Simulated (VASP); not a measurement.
Set up this calculation in VASP 6.6.1, as the native input.

```yaml
Task: single point
Functional: PBE
Potentials_or_basis: VASP PAW PBE potentials, release 64 (Hf_pv, F)
Cutoff: 520 eV
k_mesh: 12 × 12 × 4
Occupations: gaussian, width 0.1 eV
Spin: no spin polarisation
Dipole_correction: no
k_mesh_for_the_DOS: 18 × 18 × 6
Occupations_for_the_DOS: tetrahedron
Further_INCAR_settings: ALGO = Normal; EDIFF = 1e-06
```

Hf5F:

```
Hf F
1.0
     3.18030    0.00000    0.00000
    -1.59015    2.75422    0.00000
     0.00000    0.00000   13.75890
Hf F
5 1
Direct
  0.66667 0.33333 0.86490
  0.00000 0.00000 0.68872
  0.66667 0.33333 0.50000
  0.00000 0.00000 0.31128
  0.66667 0.33333 0.13510
  0.00000 0.00000 0.00000
```

These files were run (other wordings do the same):

POSCAR

```
Hf5F
1.0
    3.1803021518      0.0000000000      0.0000000000
   -1.5901510759      2.7542224551      0.0000000000
    0.0000000000      0.0000000000     13.7588989951
Hf F
5 1
Direct
    0.6666666667      0.3333333333      0.8649049889
    0.0000000000      0.0000000000      0.6887188288
    0.6666666667      0.3333333333      0.5000000000
    0.0000000000      0.0000000000      0.3112811712
    0.6666666667      0.3333333333      0.1350950111
    0.0000000000      0.0000000000      0.0000000000
```

INCAR.step1

```
PREC = Accurate
ENCUT = 520
EDIFF = 1E-6
ISMEAR = 0
SIGMA = 0.1
LREAL = False
LASPH = True
NELM = 60
ALGO = Normal
ISIF = 2
LWAVE = False
LCHARG = True
LMAXMIX = 4
GGA = PE
NBANDS = 38
```

KPOINTS.step1

```
regular mesh
0
Gamma
  12 12 4
```

INCAR.step2

```
PREC = Accurate
ENCUT = 520
EDIFF = 1E-6
ISMEAR = -5
SIGMA = 0.1
LREAL = False
LASPH = True
NELM = 60
ALGO = Normal
ISIF = 2
LWAVE = False
LCHARG = False
LMAXMIX = 4
GGA = PE
LORBIT = 11
NEDOS = 2001
ICHARG = 11
```

KPOINTS.step2

```
regular mesh
0
Gamma
  18 18 6
```

Potentials or basis: VASP PAW PBE potentials, release 64 (Hf_pv, F).

Run with:

```console
$ cat potpaw_PBE.64/Hf_pv/POTCAR potpaw_PBE.64/F/POTCAR > POTCAR
$ cp INCAR.step1 INCAR
$ cp KPOINTS.step1 KPOINTS
$ mpirun -np 1 vasp_std > vasp.out
$ cp INCAR.step2 INCAR
$ cp KPOINTS.step2 KPOINTS
$ mpirun -np 1 vasp_std > vasp.out
```

It gave:

```yaml
Valence_electrons_inside_the_program's_atomic_spheres: Hf 8.25, 8.36, 8.30 (each value once); F 6.05
```

Caveat: an odd number of electrons without spin polarisation forces a metal; a magnetic or distorted state may lie lower.

Wall time 7 min on 1 thread of Intel(R) Xeon(R) 6975P-C (Granite Rapids), on a shared host, peak memory 0.56 GiB.
